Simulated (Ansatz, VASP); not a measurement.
# Be in VASP and in Ansatz

INCAR

```
SYSTEM = Be
PREC = Accurate
ENCUT = 600
EDIFF = 1E-6
ISMEAR = -1
SIGMA = 0.05
LREAL = .FALSE.
LASPH = .TRUE.
NELM = 120
ALGO = Normal
ISIF = 2
LWAVE = .FALSE.
LCHARG = .FALSE.
GGA = PS
NBANDS = 9
GGA_COMPAT = .FALSE.
```

The input KPOINTS:

```
Automatic mesh
0
G
  15 15 15
  0 0 0
```

POSCAR

```
Be
1.0
    0.0000000000      2.2139906884      2.2139906884
    2.2139906884      0.0000000000      2.2139906884
    2.2139906884      2.2139906884      0.0000000000
Be
2
Direct
   -0.1250000000     -0.1250000000     -0.1250000000
    0.1250000000      0.1250000000      0.1250000000
```

Input for Ansatz:

```yaml
crystal:
  lattice:
    - [0.0, 2.2139906884, 2.2139906884]
    - [2.2139906884, 0.0, 2.2139906884]
    - [2.2139906884, 2.2139906884, 0.0]
  atoms:
    - { symbol: Be, position: [-0.125, -0.125, -0.125] }
    - { symbol: Be, position: [0.125, 0.125, 0.125] }
kpoints:
  mp_grid: { grid: [15, 15, 15] }
scf:
  occupations: { method: fermi_dirac, width: 0.05 }
hamiltonian:
  xc: pbesol
  pseudopotentials: { kind: all_electron, lapw: { basis_error: 0.001 } }
output:
  forces: true
  stress: true
  eigenvalues: true
  populations: true
```

Change from the starting cell: volume scaled by 0.75, LAPW.

Alike in both runs: task single point; functional PBEsol; k mesh 15 × 15 × 15; occupations fermi-dirac, width 0.05 eV; no spin polarisation.

|  | VASP | Ansatz |
| --- | --- | --- |
| version | VASP 6.6.1 | Ansatz 0.2.0 |
| potentials or method | VASP PAW PBE potentials, release 64 (Be), cutoff 600 eV | all-electron LAPW, scalar-relativistic |

|  | VASP | Ansatz | Ansatz less VASP |
| --- | --- | --- | --- |
| pressure (GPa) | 21.4 | 21.2 | -0.26 |

VASP's potentials were made for PBE, not for PBEsol. Ansatz ran all-electron here, and VASP with PAW potentials.
